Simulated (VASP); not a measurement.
# LiBe (P2_1/m) in VASP: further runs, part 2 of 2

VASP 6.6.1. Earlier steps stand in the parts before.

### 4 Single point, LDA

INCAR reads:

```
  PREC = Accurate
  ENCUT = 750
  EDIFF = 1E-6
  ISMEAR = 0
  SIGMA = 0.1
  LREAL = F
  LASPH = T
  NELM = 120
  ALGO = Normal
  ISIF = 2
  LWAVE = F
  LCHARG = F
  NBANDS = 13
  GGA_COMPAT = F
```

KPOINTS reads:

```
regular mesh
0
Gamma
  19 12 8
```

POSCAR reads:

```
LiBe
1.0
    2.2959861536      0.0000000000      0.0000000000
    0.0000000000      3.6127729800      0.0000000000
   -0.4017425219      0.0000000000      5.5135259934
Be Li
2 2
Direct
    0.2435819200      0.7500000000      0.4238283600
    0.7564180800      0.2500000000      0.5761716400
    0.2631524400      0.7500000000      0.8451422600
    0.7368475600      0.2500000000      0.1548577400
```

Potentials or basis: VASP PAW LDA potentials, release 64 (Be, Li_sv).

Run with:

```bash
$ cat potpaw_LDA.64/Be/POTCAR potpaw_LDA.64/Li_sv/POTCAR > POTCAR
$ mpirun -np 1 vasp_std > vasp.out
```

OUTCAR:

```text
PREC = Accurate
   ENCUT = 750
   EDIFF = 1E-6
   ISMEAR = 0
   LREAL = F
   LASPH = T
   NELM = 120
   ISIF = 2

 ion  position               nearest neighbor table
   1  0.244  0.750  0.424-   2 2.28   2 2.28   2 2.32   2 2.32   3 2.33
   2  0.756  0.250  0.576-   1 2.28   1 2.28   1 2.32   1 2.32   4 2.33
   3  0.263  0.750  0.845-   1 2.33
   4  0.737  0.250  0.155-   2 2.33

  LATTYP: Found a simple monoclinic cell.
 ALAT       =     2.2959861536
 B/A-ratio  =     1.5735168848
 C/A-ratio  =     2.4077423434
[... 585 lines left out ...]
  Direction    XX          YY          ZZ          XY          YZ          ZX
  --------------------------------------------------------------------------------------
  -------------------------------------------------------------------------------------
  Total       -0.8875739     -0.9007326     -0.8490761      0.0000000      0.0000000      0.0422581
  in kB      -31.0939406    -31.5549212    -29.7452662      0.0000000      0.0000000      1.4804076
  external PRESSURE =     -30.7980427 kB  Pullay stress =       0.0000000 kB

 VOLUME and BASIS-vectors are now :
 -----------------------------------------------------------------------------
  energy-cutoff  :      750.00
  volume of cell :       45.73
      direct lattice vectors                 reciprocal lattice vectors
     2.295986154  0.000000000  0.000000000     0.435542696  0.000000000  0.031735775
     0.000000000  3.612772980  0.000000000     0.000000000  0.276795693  0.000000000
    -0.401742522  0.000000000  5.513525993     0.000000000  0.000000000  0.181372138

 POSITION                                       TOTAL-FORCE (eV/Angst)
 -----------------------------------------------------------------------------------
      0.38899      2.70958      2.33679         0.001031     -0.000000      0.094856
      1.50525      0.90319      3.17674        -0.001031      0.000000     -0.094856
      0.26466      2.70958      4.65971        -0.000715     -0.000000     -0.089151
      1.62958      0.90319      0.85381         0.000715     -0.000000      0.089151
 -----------------------------------------------------------------------------------
    total drift:                                0.000000      0.000000     -0.000000

  FREE ENERGIE OF THE ION-ELECTRON SYSTEM (eV)
  ---------------------------------------------------
  free  energy   TOTEN  =       -11.8970653249 eV

  energy  without entropy=      -11.8932325831  energy(sigma->0) =      -11.89514895
```

It took 2.1 min on 1 thread of Intel Xeon 6975P-C (Granite Rapids), shared host; peak memory 0.53 GiB.

Results:

| Property | Result |
| --- | --- |
| Free energy | -11.8971 eV |
| Pressure | -3.1 GPa |
| Largest force | 0.095 eV/Å |
| Band gap on the k mesh | zero (bands 5 and 6 overlap by 5.36 eV) |

Forces on the atoms (eV/Å):
```
Be   0.001  0.000  0.095
Be  -0.001  0.000 -0.095
Li  -0.001  0.000 -0.089
Li   0.001  0.000  0.089
```

Levels at points of the mesh, in eV from the Fermi level:
```
           k point  band 2  band 3  band 4  band 5  band 6  band 7  band 8  band 9
(0.00, 0.00, 0.00)  -45.12   -7.35   -2.92   -2.05   -0.67    4.53    5.67    5.98
(0.00, 0.50, 0.00)  -45.15   -5.30   -5.30   -1.93   -1.93    2.47    2.47   10.83
(0.00, 0.00, 0.50)  -45.12   -7.26   -4.17   -0.46    1.03    2.40    3.41    5.28
(0.00, 0.50, 0.50)  -45.15   -5.23   -5.23   -2.33   -2.33    4.08    4.08    7.29
```

Caveat: the cell stands under tension.

### 5 Single point, PBE

INCAR reads:

```
SYSTEM = LiBe
ALGO = Normal
EDIFF = 1E-6
ENCUT = 750
GGA = PE
GGA_COMPAT = .FALSE.
ISIF = 2
ISMEAR = 1
LASPH = .TRUE.
LCHARG = .TRUE.
LELF = .TRUE.
LREAL = .FALSE.
LVHAR = .TRUE.
LWAVE = .FALSE.
NBANDS = 13
NELM = 120
PREC = Accurate
SIGMA = 0.1
```

KPOINTS reads:

```
k-points
0
G
  19 12 8
  0 0 0
```

POSCAR is that of step 4.

Potentials or basis: VASP PAW PBE potentials, release 64 (Be, Li_sv).

Run with:

```bash
$ cat potpaw_PBE.64/Be/POTCAR potpaw_PBE.64/Li_sv/POTCAR > POTCAR
$ mpirun -np 1 vasp_std > vasp.out
```

It took 2.2 min on 1 thread of Intel Xeon 6975P-C (Granite Rapids), shared host; peak memory 0.54 GiB.

The run converged. Its results:

```yaml
Free_energy: -10.7140 eV
Pressure: -0.3 GPa
Largest_force: 0.026 eV/Å
Band_gap_on_the_k_mesh: zero (bands 5 and 6 overlap by 5.35 eV)
```

Forces in eV/Å, atoms in the order of the input:
```
Be   0.001  0.000  0.021
Be  -0.001  0.000 -0.021
Li  -0.001  0.000 -0.026
Li   0.001  0.000  0.026
```

Stress tensor (GPa, compression positive):
```
-0.26  0.00  0.17
 0.00 -0.36  0.00
 0.17  0.00 -0.28
```

Levels at points of the mesh, in eV from the Fermi level:
```
           k point  band 2  band 3  band 4  band 5  band 6  band 7  band 8  band 9
(0.00, 0.00, 0.00)  -46.04   -7.48   -2.97   -2.10   -0.67    4.44    5.74    6.01
(0.00, 0.50, 0.00)  -46.06   -5.40   -5.40   -1.94   -1.94    2.41    2.41   10.94
(0.00, 0.00, 0.50)  -46.04   -7.38   -4.26   -0.46    1.05    2.37    3.46    5.19
(0.00, 0.50, 0.50)  -46.06   -5.32   -5.32   -2.37   -2.37    4.10    4.10    7.26
```

### 6 Summary

```tsv
level	potentials or basis	k mesh	smearing	gap on the mesh (eV)	pressure (GPa)	largest force (eV/Å)
LDA	VASP PAW LDA potentials, release 64 (Be, Li_sv)	16 × 10 × 7	gaussian 0.1 eV	none	-3.1	0.14
PBE	VASP PAW PBE potentials, release 64 (Be, Li_sv)	16 × 10 × 7	methfessel-paxton 0.1 eV	none	-0.3	0.08
LDA	VASP PAW LDA potentials, release 64 (Be, Li_sv)	19 × 12 × 8	gaussian 0.1 eV	none	-3.1	0.09
PBE	VASP PAW PBE potentials, release 64 (Be, Li_sv)	19 × 12 × 8	methfessel-paxton 0.1 eV	none	-0.3	0.03
```

Alike in all rows: task single point; no spin polarisation; cell as given; cutoff (eV) 750.

Caveats: the cell stands under tension (at least some runs).

Total energies depend on the potentials used, so only differences within one code and one set of settings carry meaning.
